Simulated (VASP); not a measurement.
# Cu2O in VASP: notebook, part 2 of 2

VASP 6.6.1. The steps go on from the part before.

**3. Single point, PBEsol**

INCAR

```
ALGO = Normal
EDIFF = 1E-6
ENCUT = 600
GGA = PS
GGA_COMPAT = False
ISIF = 2
ISMEAR = -1
LASPH = True
LCHARG = False
LREAL = False
LWAVE = False
NBANDS = 37
NELM = 120
PREC = Accurate
SIGMA = 0.05
```

KPOINTS

```
k-points
0
Gamma
  4 4 4
```

POSCAR

```
Cu2O
1.0
    4.2227426417      0.0015003976      0.0004170254
    0.0015078516      4.2243499281     -0.0059885883
    0.0004191920     -0.0060047391      4.2262194686
Cu O
4 2
Direct
    0.2782680762      0.2619009018      0.7310117709
    0.7782626158      0.2619000271      0.2310078213
    0.2782680455      0.7619026431      0.2310111994
    0.7782656904      0.7619096153      0.7310123944
    0.5275901133      0.5119456770      0.4811830860
    0.0289418793      0.0118579887     -0.0191591949
```

Potentials or basis: VASP PAW PBE potentials, release 64 (Cu, O).

Run with:

```sh
$ cat potpaw_PBE.64/Cu/POTCAR potpaw_PBE.64/O/POTCAR > POTCAR
$ mpirun -np 1 vasp_std > vasp.out
```

OUTCAR:

```text
EDIFF = 1E-6
   ENCUT = 600
   GGA = PS
   ISIF = 2
   ISMEAR = -1
   LASPH = True
   LREAL = False
   NELM = 120
   PREC = Accurate

 ion  position               nearest neighbor table
   1  0.278  0.262  0.731-   5 1.83   6 1.83
   2  0.778  0.262  0.231-   6 1.83   5 1.83
   3  0.278  0.762  0.231-   5 1.83   6 1.83
   4  0.778  0.762  0.731-   6 1.83   5 1.83
   5  0.528  0.512  0.481-   2 1.83   4 1.83   3 1.83   1 1.83
   6  0.029  0.012  0.981-   2 1.83   4 1.83   3 1.83   1 1.83

  LATTYP: Found a triclinic cell.
 ALAT       =     7.3251213973
 B/A-ratio  =     1.2914471670
 C/A-ratio  =     0.5764741224
 COS(alpha) =     0.0001415828
 COS(beta)  =     0.5767708822
 COS(gamma) =     0.7752975024

  Lattice vectors:

 A1 = (  -4.2238313013,  -4.2318550648,   4.2317910315)
 A2 = (  -0.0006694676,  -4.2363594063,   8.4584275255)
 A3 = (  -4.2227426417,  -0.0015003976,  -0.0004170254)

Analysis of symmetry for initial positions (statically):
[... 176 lines left out ...]
  ---------------------------------------------------
  free energy    TOTEN  =       -29.95554496 eV

  energy without entropy =      -29.95539987  energy(sigma->0) =      -29.95547241

 E-fermi :   5.2136     XC(G=0): -11.4156

 val. band max:        4.9018367054   @ k =   0.0000   0.0000   0.0000
 cond. band min:       5.4632592515   @ k =   0.0000   0.0000   0.0000
 fundamental gap:      0.5614225461
 Fermi energy:         5.2135562576

 k-point     1 :       0.0000    0.0000    0.0000
  band No.  band energies     occupation
      1     -15.4110      2.00000
      2     -14.6032      2.00000
      3      -2.6281      2.00000
      4      -2.6255      2.00000
      5      -2.6242      2.00000
      6      -0.1717      2.00000
[... 949 lines left out ...]
     36      14.6942      0.00000
     37      15.5813      0.00000

 [... further k-points ...]
[... 5 lines left out ...]
  --------------------------------------------------------------------------------------
  -------------------------------------------------------------------------------------
  Total        0.3708783      0.3690196      0.3691224     -0.0008133      0.0056193     -0.0009168
  in kB        7.8820000      7.8424985      7.8446832     -0.0172853      0.1194221     -0.0194835
  external PRESSURE =       7.8563939 kB  Pullay stress =       0.0000000 kB

 VOLUME and BASIS-vectors are now :
 -----------------------------------------------------------------------------
  energy-cutoff  :      600.00
  volume of cell :       75.39
      direct lattice vectors                 reciprocal lattice vectors
     4.222742642  0.001500398  0.000417025     0.236812949 -0.000084562 -0.000023609
     0.001507852  4.224349928 -0.005988588    -0.000084144  0.236723320  0.000336352
     0.000419192 -0.006004739  4.226219469    -0.000023487  0.000335447  0.236618574

 POSITION                                       TOTAL-FORCE (eV/Angst)
 -----------------------------------------------------------------------------------
      1.17576      1.10239      3.08796        -0.000101     -0.000053     -0.000120
      3.28689      1.10614      0.97505        -0.000049      0.000073     -0.000092
      1.17630      3.21757      0.97186        -0.000091      0.000061     -0.000254
      3.28787      3.21535      3.08518        -0.000291     -0.000301     -0.000439
      2.22885      2.16054      2.03074         0.000192      0.000460      0.000541
      0.12264      0.04425      4.14519         0.000339     -0.000240      0.000364
 -----------------------------------------------------------------------------------
    total drift:                               -0.000453      0.000988     -0.000434

  FREE ENERGIE OF THE ION-ELECTRON SYSTEM (eV)
  ---------------------------------------------------
  free  energy   TOTEN  =       -29.9555449589 eV

  energy  without entropy=      -29.9553998664  energy(sigma->0) =      -29.95547241
```

stdout:

```text
POSCAR found type information on POSCAR CuO
 POSCAR found :  2 types and       6 ions
 scaLAPACK will be used
 -----------------------------------------------------------------------------
|                                                                             |
|                                                                             |
|     You enforced a specific xc type in the INCAR file but a different       |
|     I HOPE YOU KNOW WHAT YOU ARE DOING!                                     |
|                                                                             |
 -----------------------------------------------------------------------------

 LDA part: xc-table for (Slater+PW92), standard interpolation
 POSCAR, INCAR and KPOINTS ok, starting setup
 FFT: planning ... GRIDC
 FFT: planning ... GRID_SOFT
 FFT: planning ... GRID
 WAVECAR not read
 entering main loop
```

Wall time 54 s (1 thread of Intel Xeon 6975P-C (Granite Rapids), shared host); peak memory 0.25 GiB.

What came out:

```yaml
Free_energy: -29.9555 eV
Pressure: 0.8 GPa
Band_gap_on_the_k_mesh: 0.56 eV, direct
```

Levels at points of the mesh, in eV from the valence-band top:
| k point | band 25 | band 26 | band 27 | band 28 | band 29 | band 30 | band 31 | band 32 |
| --- | --- | --- | --- | --- | --- | --- | --- | --- |
| (0.00, 0.00, 0.00) | -1.63 | 0.00 | 0.00 | 0.00 | 0.56 | 1.08 | 1.09 | 8.04 |
| (0.50, 0.00, 0.00) | -1.24 | -1.24 | -0.42 | -0.42 | 2.29 | 2.30 | 4.16 | 4.18 |
| (0.00, 0.50, 0.00) | -1.24 | -1.24 | -0.42 | -0.42 | 2.29 | 2.30 | 4.17 | 4.17 |
| (0.50, 0.50, 0.00) | -1.25 | -1.25 | -0.69 | -0.69 | 1.87 | 1.87 | 3.87 | 3.88 |
| (0.00, 0.00, 0.50) | -1.24 | -1.24 | -0.42 | -0.42 | 2.29 | 2.30 | 4.16 | 4.17 |
| (0.50, 0.00, 0.50) | -1.25 | -1.25 | -0.69 | -0.69 | 1.87 | 1.87 | 3.87 | 3.87 |
| (0.00, 0.50, 0.50) | -1.26 | -1.25 | -0.69 | -0.69 | 1.87 | 1.88 | 3.87 | 3.88 |
| (0.50, 0.50, 0.50) | -1.04 | -0.60 | -0.59 | -0.59 | 2.34 | 2.36 | 2.38 | 4.94 |

Caveat: the PAW data sets were made with another functional, which shifts forces and pressure a little. PBEsol gaps usually lie below the measured ones, often by a third to a half.
